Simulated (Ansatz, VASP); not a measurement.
## Si in VASP and in Ansatz

INCAR

```
SYSTEM = Si
  PREC = Accurate
  ENCUT = 520
  EDIFF = 1E-6
  ISMEAR = 0
  SIGMA = 0.15
  LREAL = .FALSE.
  LASPH = .TRUE.
  NELM = 60
  ALGO = Normal
  ISIF = 2
  LWAVE = .FALSE.
  LCHARG = .FALSE.
  GGA = PE
  NBANDS = 26
```

Contents of KPOINTS:

```
regular mesh
0
G
  10 10 10
  0 0 0
```

The input POSCAR:

```
Si
1.0
   -3.1951932115      3.1951932115      3.3261961332
    3.1951932115     -3.1951932115      3.3261961332
    3.1951932115      3.1951932115     -3.3261961332
Si
8
Direct
    0.2028545115      0.2028545115      0.2028545115
    0.5000000000      0.0000000000      0.2971454885
    0.2971454885      0.5000000000      0.0000000000
    0.0000000000      0.2971454885      0.5000000000
    0.7971454885      0.7971454885      0.7971454885
    0.5000000000      0.0000000000      0.7028545115
    0.7028545115      0.5000000000      0.0000000000
    0.0000000000      0.7028545115      0.5000000000
```

Input for Ansatz:

```yaml
crystal:
  lattice:
    - [-3.1951932115, 3.1951932115, 3.3261961332]
    - [3.1951932115, -3.1951932115, 3.3261961332]
    - [3.1951932115, 3.1951932115, -3.3261961332]
  atoms:
    - { symbol: Si, position: [0.2028545115, 0.2028545115, 0.2028545115] }
    - { symbol: Si, position: [0.5, 0.0, 0.2971454885] }
    - { symbol: Si, position: [0.2971454885, 0.5, 0.0] }
    - { symbol: Si, position: [0.0, 0.2971454885, 0.5] }
    - { symbol: Si, position: [0.7971454885, 0.7971454885, 0.7971454885] }
    - { symbol: Si, position: [0.5, 0.0, 0.7028545115] }
    - { symbol: Si, position: [0.7028545115, 0.5, 0.0] }
    - { symbol: Si, position: [0.0, 0.7028545115, 0.5] }
basis:
  ecutwfc: 420
kpoints:
  mp_grid: { grid: [10, 10, 10] }
hamiltonian:
  xc: pbe
  pseudopotentials: { kind: paw, azcp: { folder: soft_1 } }
scf:
  occupations: { method: gaussian, width: 0.15 }
output:
  forces: true
  stress: true
  eigenvalues: true
```

Alike in both runs: task single point; functional PBE; k mesh 10 × 10 × 10; occupations gaussian, width 0.15 eV; no spin polarisation.

|  | VASP | Ansatz |
| --- | --- | --- |
| version | VASP 6.6.1 | Ansatz 0.2.0 |
| potentials or method | VASP PAW PBE potentials, release 64 (Si), cutoff 520 eV | scalar-relativistic, plane waves, PAW |
| valence electrons in the cell | 32 | 32 |

```csv
,VASP,Ansatz,Ansatz less VASP
gap on the k mesh at the Fermi level (eV),none,none,-
pressure (GPa),9.5,9.6,+0.09
"traceless stress, the component that is largest in VASP (GPa)",-4.59,-4.58,+0.005
rms of the force components (eV/Å),0.315,0.317,+0.0019
```

Atom by atom the forces differ by 0.002 eV/Å (rms over components). A gap of «none» marks a metal or a gap that the smearing closes.
